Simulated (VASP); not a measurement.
# F (C2/m) in VASP: a series of runs

F is run at these levels: PBEsol; tasks: single point.

Program: VASP 6.6.1. These are calculated values, not measurements. Logs are shortened: lines on timing, memory, paths and dates and some standing lists are left out, and cuts for length are marked.

## Step 1: The cell of the first run

The structure is monoclinic, space group C2/m (No. 12). The conventional cell has a = 5.500 Å, b = 3.280 Å, c = 7.284 Å, α = 90.00°, β = 102.17°, γ = 90.00°. F (site symmetry m) has 1 F at 1.45 Å within 1.9 Å. F (site symmetry m) has 1 F at 1.44 Å within 1.9 Å.

## Step 2: Single point, PBEsol

The input, INCAR:

```
PREC = Accurate ; ENCUT = 520
EDIFF = 1E-6 ; ISMEAR = 0
SIGMA = 0.1 ; LREAL = F
LASPH = T ; NELM = 100
ALGO = Normal ; ISIF = 2
LWAVE = F ; LCHARG = T
GGA = PS ; LELF = T
LVHAR = T ; NBANDS = 22
```

The input, KPOINTS:

```
regular mesh
0
Gamma
  9 9 4
```

The input, POSCAR:

```
F
1.0
    2.7500000000     -1.6400000000      0.0000000000
    2.7500000000      1.6400000000      0.0000000000
   -1.5360119809      0.0000000000      7.1200165312
F
4
Direct
    0.4950000000      0.4950000000      0.4000000000
    0.5050000000      0.5050000000      0.6000000000
    0.9496000000      0.9496000000      0.9004000000
    0.0504000000      0.0504000000      0.0996000000
```

Potentials or basis: VASP PAW PBE potentials, release 64 (F).

Command:

```bash
$ cat potpaw_PBE.64/F/POTCAR > POTCAR
$ mpirun -np 1 vasp_std > vasp.out
```

OUTCAR:

```text
PREC = Accurate
   ENCUT = 520
   EDIFF = 1E-6
   ISMEAR = 0
   LREAL = F
   LASPH = T
   NELM = 100
   ISIF = 2
   GGA = PS

 ion  position               nearest neighbor table
   1  0.495  0.495  0.400-   2 1.45
   2  0.505  0.505  0.600-   1 1.45
   3  0.950  0.950  0.900-   4 1.44
   4  0.050  0.050  0.100-   3 1.44

  LATTYP: Found a base centered monoclinic cell.
 ALAT       =     5.5000000000
 B/A-ratio  =     0.5963636364
 C/A-ratio  =     1.3243300906
 COS(beta)  =    -0.2108801330

  Lattice vectors:

 A1 = (   2.7500000000,  -1.6400000000,   0.0000000000)
 A2 = (   2.7500000000,   1.6400000000,   0.0000000000)
 A3 = (  -1.5360119809,   0.0000000000,   7.1200165312)

Analysis of symmetry for initial positions (statically):
=====================================================================
 Subroutine PRICEL returns:
 Original cell was already a primitive cell.

 Routine SETGRP: Setting up the symmetry group for a
 base centered monoclinic supercell.

 Subroutine GETGRP returns: Found  4 space group operations
 (whereof  4 operations were pure point group operations)
 out of a pool of  4 trial point group operations.

The static configuration has the point symmetry C_2h.

Analysis of symmetry for dynamics (positions and initial velocities):
=====================================================================
 Subroutine PRICEL returns:
 Original cell was already a primitive cell.

 Routine SETGRP: Setting up the symmetry group for a
 base centered monoclinic supercell.

 Subroutine GETGRP returns: Found  4 space group operations
 (whereof  4 operations were pure point group operations)
 out of a pool of  4 trial point group operations.

The dynamic configuration has the point symmetry C_2h.

 Subroutine INISYM returns: Found  4 space group operations
 (whereof  4 operations are pure point group operations),
 and found     1 'primitive' translations

----------------------------------------------------------------------------------------

                                     Primitive cell

  volume of cell :      64.2225

  direct lattice vectors                    reciprocal lattice vectors
     2.750000000 -1.640000000  0.000000000     0.181818182 -0.304878049  0.039223913
     2.750000000  1.640000000  0.000000000     0.181818182  0.304878049  0.039223913
    -1.536011981  0.000000000  7.120016531     0.000000000  0.000000000  0.140449112

  length of vectors
     3.201890067  3.201890067  7.283815498     0.357137216  0.357137216  0.140449112

  position of ions in fractional coordinates (direct lattice)
     0.495000000  0.495000000  0.400000000
     0.505000000  0.505000000  0.600000000
     0.949600000  0.949600000  0.900400000
     0.050400000  0.050400000  0.099600000

  ion indices of the primitive-cell ions
   primitive index   ion index
                 1           1
                 2           2
                 3           3
                 4           4

----------------------------------------------------------------------------------------

 KPOINTS: regular mesh

Automatic generation of k-mesh.
 Grid dimensions read from file:
 generate k-points for:    9    9    4

 Generating k-lattice:

  Cartesian coordinates                     Fractional coordinates (reciprocal lattice)
     0.020202020 -0.033875339  0.004358213     0.111111111 -0.000000000  0.000000000
     0.020202020  0.033875339  0.004358213    -0.000000000  0.111111111  0.000000000
     0.000000000  0.000000000  0.035112278     0.000000000  0.000000000  0.250000000

  Length of vectors
     0.039681913  0.039681913  0.035112278

  Shift w.r.t. Gamma in fractional coordinates (k-lattice)
     0.000000000  0.000000000  0.000000000

 Subroutine IBZKPT returns following result:
 ===========================================

 Found     95 irreducible k-points:

 Following reciprocal coordinates:
            Coordinates               Weight
  0.000000  0.000000  0.000000      1.000000
  0.111111  0.000000  0.000000      4.000000
  0.222222 -0.000000  0.000000      4.000000
  0.333333 -0.000000 -0.000000      4.000000
  0.444444 -0.000000  0.000000      4.000000
  0.111111  0.111111 -0.000000      2.000000
[... 16 lines left out ...]
 -0.333333  0.333333  0.000000      2.000000
  0.444444  0.444444  0.000000      2.000000
 [... further k-points ...]
   k-points           NKPTS =     95   k-points in BZ     NKDIM =     95   number of bands    NBANDS=     22
   number of dos      NEDOS =    301   number of ions     NIONS =      4
   total plane-waves  NPLWV =  31104
   dimension x,y,z NGX =    24 NGY =   24 NGZ =   54
   dimension x,y,z NGXF=    48 NGYF=   48 NGZF=  108
   ions per type =               4
   NGX,Y,Z   is equivalent  to a cutoff of  12.46, 12.46, 12.32 a.u.
   NGXF,Y,Z  is equivalent  to a cutoff of  24.92, 24.92, 24.65 a.u.
 SYSTEM =  unknown system
   PREC   = accura    normal or accurate (medium, high low for compatibility)
   ISTART =      0    job   : 0-new  1-cont  2-samecut
   ICHARG =      2    charge: 1-file 2-atom 10-const
   ISPIN  =      1    spin polarized calculation?
   LNONCOLLINEAR =      F non collinear calculations
   LSORBIT =      F    spin-orbit coupling
   LASPH  =      T    aspherical Exc in radial PAW
   ENCUT  =  520.0 eV  38.22 Ry    6.18 a.u.   5.95  5.95 13.54*2*pi/ulx,y,z
   NELM   =    100;   NELMIN=  2; NELMDL= -5     # of ELM steps
   EDIFF  = 0.1E-05   stopping-criterion for ELM
   LREAL  =      F    real-space projection
   EDIFFG = 0.1E-04   stopping-criterion for IOM
   NSW    =      0    number of steps for IOM
   IBRION =     -1    ionic relax: 0-MD 1-quasi-New 2-CG
   NFREE  =      0    steps in history (QN), initial steepest desc. (CG)
   ISIF   =      2    stress and relaxation
   ISYM   =      2    0-nonsym 1-usesym 2-fastsym
   POTIM  = 0.5000    time-step for ionic-motion
   TEBEG  =    0.0;   TEEND  =   0.0 temperature during run
   PSTRESS=    0.0 pullay stress
   NELECT =      28.0000    total number of electrons
   NUPDOWN=      -1.0000    fix difference up-down
   EMIN   =  10.00;   EMAX   =-10.00  energy-range for DOS
   EFERMI =   0.00;   METHOD = LEGACY
   ISMEAR =     0;   SIGMA  =   0.10  broadening in eV -4-tet -1-fermi 0-gaus
   EFERMI_NEDOS =   21; number of points for ismear=-14 and -15
   IALGO  =     38    algorithm
   IMIX   =      4    mixing-type and parameters
     AMIX     =   0.40;   BMIX     =  1.00
     AMIX_MAG =   1.60;   BMIX_MAG =  1.00
  volume/ion in A,a.u.               =      16.06       108.35
  Fermi-wavevector in a.u.,A,eV,Ry     =   1.241362  2.345833 20.966289  1.540979
  Thomas-Fermi vector in A             =   2.375763
   LORBIT       =      0    0 simple, 1 ext, 2 COOP (PROOUT), +10 PAW based schemes
   GGA     = PS    functional components
   LHFCALC =     F    Hartree Fock is set to
   AEXX    =    0.0000 exact exchange contribution
   IVDW    =     0    specifies the selected vdW correction
   LEPSILON=     F    determine dielectric tensor
   LRPA    =     F    only Hartree local field effects (RPA)
 non-spin polarized calculation
 Gauss-broadening in eV      SIGMA  =   0.10
  energy-cutoff  :      520.00
  volume of cell :       64.22
 maximum number of plane-waves:      1747
   NGX = 11   NGY = 11   NGZ = 27

 number of electron      27.9999988 magnetization

 Free energy of the ion-electron system (eV)
  ---------------------------------------------------
  ext. energy  EPLUGINS =         0.00000000
  ---------------------------------------------------
  free energy    TOTEN  =        -7.75160003 eV

  energy without entropy =       -7.75160003  energy(sigma->0) =       -7.75160003

 E-fermi :  -4.7533     XC(G=0):  -7.6434

 val. band max:       -5.1715203083   @ k =   0.0000   0.0000   0.0000
 cond. band min:      -2.9661765343   @ k =   0.0000   0.0000   0.0000
 fundamental gap:      2.2053437741
 Fermi energy:        -4.7532577904

 k-point     1 :       0.0000    0.0000    0.0000
  band No.  band energies     occupation
      1     -29.7277      2.00000
      2     -29.5768      2.00000
      3     -23.9673      2.00000
      4     -23.6283      2.00000
      5     -11.7999      2.00000
      6     -10.9350      2.00000
[... 14 lines left out ...]
     21      13.7499      0.00000
     22      16.5931      0.00000

 k-point     2 :       0.1111    0.0000    0.0000
  band No.  band energies     occupation
      1     -29.7152      2.00000
      2     -29.5692      2.00000
      3     -23.9488      2.00000
      4     -23.6298      2.00000
      5     -11.7707      2.00000
      6     -10.9553      2.00000
[... 14 lines left out ...]
     21      14.1447      0.00000
     22      15.1200      0.00000

 k-point     3 :       0.2222   -0.0000    0.0000
  band No.  band energies     occupation
      1     -29.6830      2.00000
      2     -29.5501      2.00000
      3     -23.8977      2.00000
      4     -23.6376      2.00000
      5     -11.6876      2.00000
      6     -11.0168      2.00000
[... 14 lines left out ...]
     21      13.5364      0.00000
     22      14.2154      0.00000

 k-point     4 :       0.3333   -0.0000   -0.0000
  band No.  band energies     occupation
      1     -29.6452      2.00000
      2     -29.5290      2.00000
      3     -23.8280      2.00000
      4     -23.6577      2.00000
      5     -11.5630      2.00000
      6     -11.1190      2.00000
[... 14 lines left out ...]
     21      12.5036      0.00000
     22      13.5206      0.00000

 k-point     5 :       0.4444   -0.0000    0.0000
  band No.  band energies     occupation
      1     -29.6196      2.00000
      2     -29.5161      2.00000
      3     -23.7569      2.00000
      4     -23.6963      2.00000
      5     -11.4151      2.00000
      6     -11.2538      2.00000
[... 417 lines left out ...]
 k-point    22 :      -0.4444    0.3333   -0.0000
  band No.  band energies     occupation
      1     -29.6048      2.00000
      2     -29.4972      2.00000
      3     -23.7697      2.00000
      4     -23.6632      2.00000
      5     -11.4454      2.00000
      6     -11.1753      2.00000
[... 14 lines left out ...]
     21      11.2627      0.00000
     22      13.1961      0.00000

 k-point    23 :      -0.3333    0.3333    0.0000
  band No.  band energies     occupation
      1     -29.6005      2.00000
      2     -29.4981      2.00000
      3     -23.7320      2.00000
      4     -23.6945      2.00000
      5     -11.3607      2.00000
      6     -11.2652      2.00000
[... 14 lines left out ...]
     21      11.5787      0.00000
     22      12.0308      0.00000

 k-point    24 :       0.4444    0.4444    0.0000
  band No.  band energies     occupation
      1     -29.6130      2.00000
      2     -29.4980      2.00000
      3     -23.8031      2.00000
      4     -23.6408      2.00000
      5     -11.5144      2.00000
      6     -11.1044      2.00000
[... 14 lines left out ...]
     21      11.0567      0.00000
     22      13.6172      0.00000

 [... further k-points ...]
[... 5 lines left out ...]
  --------------------------------------------------------------------------------------
  -------------------------------------------------------------------------------------
  Total       -0.1445870     -0.0881333     -2.9729485      0.0000000      0.0000000      0.0373858
  in kB       -3.6070520     -2.1986842    -74.1669505      0.0000000      0.0000000      0.9326742
  external PRESSURE =     -26.6575622 kB  Pullay stress =       0.0000000 kB

 VOLUME and BASIS-vectors are now :
 -----------------------------------------------------------------------------
  energy-cutoff  :      520.00
  volume of cell :       64.22
      direct lattice vectors                 reciprocal lattice vectors
     2.750000000 -1.640000000  0.000000000     0.181818182 -0.304878049  0.039223913
     2.750000000  1.640000000  0.000000000     0.181818182  0.304878049  0.039223913
    -1.536011981  0.000000000  7.120016531     0.000000000  0.000000000  0.140449112

 POSITION                                       TOTAL-FORCE (eV/Angst)
 -----------------------------------------------------------------------------------
      2.10810      0.00000      2.84801        -0.191269      0.000000      1.055929
      1.85589      0.00000      4.27201         0.191269      0.000000     -1.055929
      3.83977      0.00000      6.41086         0.147508      0.000000      0.888176
      0.12421      0.00000      0.70915        -0.147508      0.000000     -0.888176
 -----------------------------------------------------------------------------------
    total drift:                                0.000000     -0.000000      0.000000

  FREE ENERGIE OF THE ION-ELECTRON SYSTEM (eV)
  ---------------------------------------------------
  free  energy   TOTEN  =        -7.7516000261 eV

  energy  without entropy=       -7.7516000261  energy(sigma->0) =       -7.75160003
```

Wall time 81 s (1 thread of Intel Xeon 6975P-C, shared host); peak memory 0.23 GiB.

What came out:

* Free energy: -7.7516 eV
* Pressure: -2.7 GPa
* Largest force: 1.073 eV/Å
* Band gap on the k mesh: 2.21 eV, direct

Forces in eV/Å, atoms in the order of the input:
```
F   -0.191  0.000  1.056
F    0.191  0.000 -1.056
F    0.148  0.000  0.888
F   -0.148  0.000 -0.888
```

Caveat: the PAW data sets were made with another functional, which shifts forces and pressure a little. A k mesh can miss the band edges.

[end of part 1 of 2]
